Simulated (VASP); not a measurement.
Wanted: the native input for a VASP 6.6.1 run.

```
Task                   : single point
Functional             : r2SCAN
Potentials or basis    : VASP PAW PBE potentials, release 64 (P, Sb, Ga_d)
Cutoff                 : 520 eV
k mesh                 : 6 × 6 × 2
Occupations            : fermi-dirac, width 0.02 eV
Spin                   : no spin polarisation
Dipole correction      : no
Further INCAR settings : ALGO = Normal; EDIFF = 1e-06; NBANDS = 36
```

Crystal: Ga3Sb2P.

```
P Sb Ga
1.0
     4.18662    0.00000    0.00000
    -2.09331    3.62572    0.00000
     0.00000    0.00000   10.24492
P Sb Ga
1 2 3
Direct
  0.00000 0.00000 0.99918
  0.33333 0.66667 0.32439
  0.66667 0.33333 0.67488
  0.33333 0.66667 0.06485
  0.66667 0.33333 0.41766
  0.00000 0.00000 0.76904
```

The input as run:

POSCAR

```
Ga3Sb2P
1.0
    4.1866213399      0.0000000000      0.0000000000
   -2.0933106700      3.6257204364      0.0000000000
    0.0000000000      0.0000000000     10.2449231020
P Sb Ga
1 2 3
Direct
    0.0000000000      0.0000000000     -0.0008186347
    0.3333333333      0.6666666667      0.3243879681
    0.6666666667      0.3333333333      0.6748813494
    0.3333333333      0.6666666667      0.0648529642
    0.6666666667      0.3333333333      0.4176600034
    0.0000000000      0.0000000000      0.7690363498
```

INCAR.step1

```
SYSTEM = Ga3Sb2P
PREC = Accurate
ENCUT = 520
ISMEAR = -1
SIGMA = 0.02
LREAL = .FALSE.
LASPH = .TRUE.
NELM = 80
NBANDS = 36
GGA = PE
ALGO = Normal
EDIFF = 1E-4
LWAVE = .TRUE.
LCHARG = .FALSE.
```

INCAR.step2

```
SYSTEM = Ga3Sb2P
PREC = Accurate
ENCUT = 520
EDIFF = 1E-6
ISMEAR = -1
SIGMA = 0.02
LREAL = .FALSE.
LASPH = .TRUE.
NELM = 80
ALGO = Normal
ISIF = 2
LWAVE = .FALSE.
LCHARG = .TRUE.
METAGGA = R2SCAN
LMIXTAU = .TRUE.
LELF = .TRUE.
LVHAR = .TRUE.
NBANDS = 36
ISTART = 1
```

KPOINTS

```
Automatic mesh
0
G
  6 6 2
  0 0 0
```

Potentials or basis: VASP PAW PBE potentials, release 64 (P, Sb, Ga_d).

Run with:

```bash
$ cat potpaw_PBE.64/P/POTCAR potpaw_PBE.64/Sb/POTCAR potpaw_PBE.64/Ga_d/POTCAR > POTCAR
$ cp INCAR.step1 INCAR
$ mpirun -np 1 vasp_std > vasp.out
$ cp INCAR.step2 INCAR
$ mpirun -np 1 vasp_std > vasp.out
```

Results of the run:

| Item | Value |
| --- | --- |
| Pressure | 0.1 GPa |
| Largest force | 0.022 eV/Å |
| Band gap on the k mesh | zero (filled and empty bands overlap) |

Caveat: semilocal functionals underestimate gaps, and a narrow one can read as zero; the PAW data sets were made with another functional, which shifts forces and pressure a little; spin-orbit coupling is left out, which moves the levels of the heavy elements.

It took 2.8 min on 1 thread of AMD EPYC 9R45 (Zen 5), on a shared host, peak memory 0.31 GiB.
